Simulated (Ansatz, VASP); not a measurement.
HCl: VASP beside Ansatz

File INCAR:

```
SYSTEM = HCl
PREC = Accurate ; ENCUT = 500
EDIFF = 1E-6 ; ISMEAR = 0
SIGMA = 0.05 ; LREAL = .FALSE.
LASPH = .TRUE. ; NELM = 120
ALGO = Normal ; ISIF = 2
LWAVE = .FALSE. ; LCHARG = .FALSE.
GGA = PS ; NBANDS = 11
GGA_COMPAT = .FALSE.
```

File KPOINTS:

```
Automatic mesh
0
G
  10 10 10
  0 0 0
```

File POSCAR:

```
HCl
1.0
    0.0000000000      2.5485177376      2.5485177376
    2.5485177376      0.0000000000      2.5485177376
    2.5485177376      2.5485177376      0.0000000000
H Cl
1 1
Direct
    0.0000000000      0.0000000000      0.0000000000
    0.5000000000      0.5000000000      0.5000000000
```

Input for Ansatz:

```yaml
crystal:
  lattice:
    - [0.0, 2.5485177376, 2.5485177376]
    - [2.5485177376, 0.0, 2.5485177376]
    - [2.5485177376, 2.5485177376, 0.0]
  atoms:
    - { symbol: H, position: [0.0, 0.0, 0.0] }
    - { symbol: Cl, position: [0.5, 0.5, 0.5] }
basis:
  ecutwfc: 420
  ecutrho_ratio: 4
kpoints:
  mp_grid: { grid: [10, 10, 10] }
hamiltonian:
  xc: pbesol
scf:
  occupations: { method: gaussian, width: 0.05 }
output:
  forces: true
  stress: true
  eigenvalues: true
```

Alike in both runs: task single point; functional PBEsol; k mesh 10 × 10 × 10; occupations gaussian, width 0.05 eV; no spin polarisation.

```csv
,VASP,Ansatz
version,VASP 6.6.1,Ansatz 0.2.0
potentials or method,"VASP PAW PBE potentials, release 64 (H, Cl), cutoff 500 eV","scalar-relativistic, plane waves, PAW"
valence electrons in the cell,8,8
```

Ansatz gave:

```
gap on the k mesh at the Fermi level (eV) : none
pressure (GPa)                            : -11.1
```

Question: What did VASP give for the same quantities?

Answer: gap on the k mesh at the Fermi level (eV): none; pressure (GPa): -11.2.

VASP's potentials were made for PBE, not for PBEsol. A gap of «none» marks a metal or a gap that the smearing closes.
